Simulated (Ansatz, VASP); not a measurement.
**One calculation of RuSe, two programs**

```
CELL_PARAMETERS angstrom
0.00000 2.79475 2.79475
2.79475 0.00000 2.79475
2.79475 2.79475 0.00000
ATOMIC_POSITIONS crystal
Ru 0.00000 0.00000 0.00000
Se 0.25000 0.25000 0.25000
```

Alike in both runs: task single point; functional r2SCAN; k mesh 10 × 10 × 10; occupations gaussian, width 0.05 eV; no spin polarisation.

```csv
,VASP,Ansatz
version,VASP 6.6.1,Ansatz 0.2.0
potentials or method,"VASP PAW PBE potentials, release 64 (Ru_pv, Se), cutoff 520 eV","scalar-relativistic, plane waves, PAW"
valence electrons in the cell,20,32
```

```csv
,VASP,Ansatz,Ansatz less VASP
gap on the k mesh at the Fermi level (eV),none,none,-
pressure (GPa),-7.3,-7.4,-0.04
```

VASP's potentials were made for PBE, not for r2SCAN. A gap of «none» marks a metal or a gap that the smearing closes. VASP's potentials hold 20 valence electrons a cell and Ansatz's 32, so a difference there can come from the potentials and not from the codes.
